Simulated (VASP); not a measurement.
# Yb2MnH6 in VASP: density of states with PBE

Aim: the density of states of Yb2MnH6 with PBE.

Everything below comes from runs of VASP 6.6.1. Logs are shortened: lines on timing, memory, paths and dates and some standing lists are left out, and cuts for length are marked.

## 1. The cell of the first run

The typed cell holds 9 atoms: a = 5.158 Å, b = 5.158 Å, c = 3.841 Å, α = 90.00°, β = 90.00°, γ = 120.00°.

## 2. Density of states, PBE, collinear spin, ferrimagnetic start

The input, POSCAR:

```
Yb2MnH6
1.0
    5.1578329800      0.0000000000      0.0000000000
   -2.5789164900      4.4668172400      0.0000000000
    0.0000000000      0.0000000000      3.8409393400
Yb Mn H
2 1 6
Direct
    0.3333000000      0.6667000000      0.2641000000
    0.6667000000      0.3333000000      0.7359000000
    0.0000000000      0.0000000000      0.0000000000
    0.8221000000      0.1779000000      0.2430000000
    0.8221000000      0.6442000000      0.2430000000
    0.3558000000      0.1779000000      0.2430000000
    0.1779000000      0.8221000000      0.7570000000
    0.6442000000      0.8221000000      0.7570000000
    0.1779000000      0.3558000000      0.7570000000
```

The input, INCAR.step1:

```
ALGO = Normal
EDIFF = 1E-6
ENCUT = 520
GGA = PE
ISIF = 2
ISMEAR = -1
ISPIN = 2
LASPH = True
LCHARG = True
LMAXMIX = 6
LREAL = False
LWAVE = False
MAGMOM = 0.01 0.01 1 -0.01 -0.01 -0.01 -0.01 -0.01 -0.01
NBANDS = 48
NELM = 150
PREC = Accurate
SIGMA = 0.1
```

The input, KPOINTS.step1:

```
k-points
0
Gamma
  4 4 5
```

The input, INCAR.step2:

```
ALGO = Normal
EDIFF = 1E-6
ENCUT = 520
GGA = PE
ICHARG = 11
ISIF = 2
ISMEAR = -5
ISPIN = 2
LASPH = True
LCHARG = False
LMAXMIX = 6
LORBIT = 11
LREAL = False
LWAVE = False
MAGMOM = 0.01 0.01 1 -0.01 -0.01 -0.01 -0.01 -0.01 -0.01
NBANDS = 48
NEDOS = 1001
NELM = 150
PREC = Accurate
SIGMA = 0.1
```

The input, KPOINTS.step2:

```
k-points
0
Gamma
  6 6 8
```

Potentials or basis: VASP PAW PBE potentials, release 64 (Yb, Mn_pv, H).

On the command line:

```bash
cat potpaw_PBE.64/Yb/POTCAR potpaw_PBE.64/Mn_pv/POTCAR potpaw_PBE.64/H/POTCAR > POTCAR
cp INCAR.step1 INCAR
cp KPOINTS.step1 KPOINTS
mpirun -np 1 vasp_std > vasp.out
cp INCAR.step2 INCAR
cp KPOINTS.step2 KPOINTS
mpirun -np 1 vasp_std > vasp.out
```

OUTCAR:

```text
EDIFF = 1E-6
   ENCUT = 520
   GGA = PE
   ICHARG = 11
   ISIF = 2
   ISMEAR = -5
   ISPIN = 2
   LASPH = True
   LORBIT = 11
   LREAL = False
   NELM = 150
   PREC = Accurate

 ion  position               nearest neighbor table
   1  0.333  0.667  0.264-   7 2.35   8 2.35   9 2.35   3 3.15   3 3.15   3 3.15   2 3.49   2 3.49
                             2 3.49   2 3.60   2 3.60   2 3.60
   2  0.667  0.333  0.736-   4 2.35   6 2.35   5 2.35   3 3.15   3 3.15   3 3.15   1 3.49   1 3.49
                             1 3.49   1 3.60   1 3.60   1 3.60
   3  0.000  0.000  0.000-   4 1.84   6 1.84   7 1.84   8 1.84   5 1.84   9 1.84   1 3.15   2 3.15
                             2 3.15   1 3.15   2 3.15   1 3.15
   4  0.822  0.178  0.243-   3 1.84   2 2.35
   5  0.822  0.644  0.243-   3 1.84   2 2.35
   6  0.356  0.178  0.243-   3 1.84   2 2.35
   7  0.178  0.822  0.757-   3 1.84   1 2.35
   8  0.644  0.822  0.757-   3 1.84   1 2.35
   9  0.178  0.356  0.757-   3 1.84   1 2.35

  LATTYP: Found a hexagonal cell.
 ALAT       =     5.1578329800
 C/A-ratio  =     0.7446808291

  Lattice vectors:

 A1 = (   5.1578329800,   0.0000000000,   0.0000000000)
 A2 = (  -2.5789164900,   4.4668172400,   0.0000000000)
 A3 = (   0.0000000000,   0.0000000000,   3.8409393400)

Analysis of symmetry for initial positions (statically):
=====================================================================
 Subroutine PRICEL returns:
 Original cell was already a primitive cell.

 Routine SETGRP: Setting up the symmetry group for a
 hexagonal supercell.

 Subroutine GETGRP returns: Found  4 space group operations
 (whereof  4 operations were pure point group operations)
 out of a pool of 24 trial point group operations.

The static configuration has the point symmetry C_2h.

Analysis of symmetry for dynamics (positions and initial velocities):
=====================================================================
 Subroutine PRICEL returns:
 Original cell was already a primitive cell.

 Routine SETGRP: Setting up the symmetry group for a
 hexagonal supercell.

 Subroutine GETGRP returns: Found  4 space group operations
 (whereof  4 operations were pure point group operations)
 out of a pool of 24 trial point group operations.

The dynamic configuration has the point symmetry C_2h.

Analysis of structural, dynamic, and magnetic symmetry:
[... 172 lines left out ...]

  energy without entropy =      -39.33321500  energy(sigma->0) =      -39.33321500

 E-fermi :   2.9943     XC(G=0): -10.8243

 val. band max:        2.9597936400   @ k =   0.5000   0.5000   0.0000
 cond. band min:       2.9520867613   @ k =   0.5000   0.5000   0.1250
 fundamental gap:     -0.0077068787
 Fermi energy:         2.9942848173

 spin component 1

 k-point     1 :       0.0000    0.0000    0.0000
  band No.  band energies     occupation
      1     -48.5708      1.00000
      2     -48.5387      1.00000
      3     -45.4155      1.00000
      4     -45.1141      1.00000
      5     -45.1141      1.00000
      6     -21.0121      1.00000
[... 1141 lines left out ...]
     44       9.0504      0.00000
     45       9.8030      0.00000

 [... further k-points ...]

 spin component 2

 k-point     1 :       0.0000    0.0000    0.0000
  band No.  band energies     occupation
      1     -48.5743      1.00000
      2     -48.5420      1.00000
      3     -44.1137      1.00000
      4     -44.1137      1.00000
      5     -43.8996      1.00000
      6     -21.0243      1.00000
[... 1141 lines left out ...]
     44       9.0914      0.00000
     45       9.8083      0.00000

 [... further k-points ...]

 [bands above 45 left out]

------------------------ aborting loop because EDIFF is reached ----------------------------------------

  FORCE on cell =-STRESS in cart. coord.  units (eV):
  Direction    XX          YY          ZZ          XY          YZ          ZX
  --------------------------------------------------------------------------------------
  -------------------------------------------------------------------------------------
  Total      -67.2505327    -67.2506230    -60.2768590     -0.0000038      0.0009510     -0.0016474
  in kB    -1217.5965370  -1217.5981713  -1091.3355150     -0.0000693      0.0172184     -0.0298272
  external PRESSURE =   -1175.5100745 kB  Pullay stress =       0.0000000 kB

 VOLUME and BASIS-vectors are now :
 -----------------------------------------------------------------------------
  energy-cutoff  :      520.00
  volume of cell :       88.49
      direct lattice vectors                 reciprocal lattice vectors
     5.157832980  0.000000000  0.000000000     0.193879872  0.111936525  0.000000000
    -2.578916490  4.466817240  0.000000000     0.000000000  0.223873050  0.000000000
     0.000000000  0.000000000  3.840939340     0.000000000  0.000000000  0.260352979

 POSITION                                       TOTAL-FORCE (eV/Angst)
 -----------------------------------------------------------------------------------
     -0.00026      2.97803      1.01439         0.001299     -0.000750     -0.320750
      2.57917      1.48879      2.82655        -0.001299      0.000750      0.320750
      0.00000      0.00000      0.00000         0.000000      0.000000     -0.000000
      3.78147      0.79465      0.93335         0.434581     -0.250905     -0.470277
      2.57892      2.87752      0.93335         0.000226      0.501767     -0.470098
      1.37637      0.79465      0.93335        -0.434430     -0.251079     -0.470098
     -1.20255      3.67217      2.90759        -0.434581      0.250905      0.470277
      1.20255      3.67217      2.90759         0.434430      0.251079      0.470098
      0.00000      1.58929      2.90759        -0.000226     -0.501767      0.470098
 -----------------------------------------------------------------------------------
    total drift:                               -0.000000      0.000000     -0.000000

  FREE ENERGIE OF THE ION-ELECTRON SYSTEM (eV)
  ---------------------------------------------------
  free  energy   TOTEN  =       -39.3332150009 eV

  energy  without entropy=      -39.3332150009  energy(sigma->0) =      -39.33321500

 total charge

# of ion       s       p       d       f       tot
--------------------------------------------------
    1        2.115   6.029   0.378  13.678  22.198
    2        2.115   6.029   0.378  13.678  22.198
    3        0.265   6.245   5.015   0.000  11.525
    4        0.524   0.008   0.000   0.000   0.533
    5        0.524   0.008   0.000   0.000   0.532
    6        0.524   0.008   0.000   0.000   0.532
    7        0.524   0.008   0.000   0.000   0.533
    8        0.524   0.008   0.000   0.000   0.532
    9        0.524   0.008   0.000   0.000   0.532
--------------------------------------------------
tot          7.640  18.352   5.770  27.355  59.117

 magnetization (x)

# of ion       s       p       d       f       tot
--------------------------------------------------
    1       -0.003  -0.005  -0.018   0.004  -0.023
    2       -0.003  -0.005  -0.018   0.004  -0.023
    3        0.011   0.008   1.067   0.000   1.085
    4       -0.005   0.000   0.000   0.000  -0.005
    5       -0.005   0.000   0.000   0.000  -0.005
    6       -0.005   0.000   0.000   0.000  -0.005
    7       -0.005   0.000   0.000   0.000  -0.005
    8       -0.005   0.000   0.000   0.000  -0.005
    9       -0.005   0.000   0.000   0.000  -0.005
--------------------------------------------------
tot         -0.027  -0.003   1.032   0.007   1.009
```

OUTCAR.step1:

```text
EDIFF = 1E-6
   ENCUT = 520
   GGA = PE
   ISIF = 2
[... 2580 lines left out ...]
      1.37637      0.79465      0.93335        -0.467738     -0.270264     -0.487115
     -1.20255      3.67217      2.90759        -0.467905      0.270145      0.487119
      1.20255      3.67217      2.90759         0.467738      0.270264      0.487115
      0.00000      1.58929      2.90759        -0.000186     -0.540205      0.487115
 -----------------------------------------------------------------------------------
    total drift:                               -0.000000     -0.000000      0.000000

  FREE ENERGIE OF THE ION-ELECTRON SYSTEM (eV)
  ---------------------------------------------------
  free  energy   TOTEN  =       -39.4107992602 eV

  energy  without entropy=      -39.1969998110  energy(sigma->0) =      -39.30389954
```

Run time: 25 min. Hardware: 1 thread of Intel Xeon 6975P-C (Granite Rapids), shared host; peak memory 0.67 GiB.

Results:

* Net moment: 1.04 μB per cell
* Site moments: Yb -0.02; Mn +1.08; H -0.01 μB
* Valence electrons inside the program's atomic spheres: Yb 22.20; Mn 11.53; H 0.53

Caveat: spin-orbit coupling is left out, which moves the levels of the heavy elements; without U or exact exchange the open f shell lies at the Fermi level, which spoils levels, moments and volumes; tetrahedron occupations give inexact forces and stress in metals. The state reached can hang on the start; a lower one may exist.
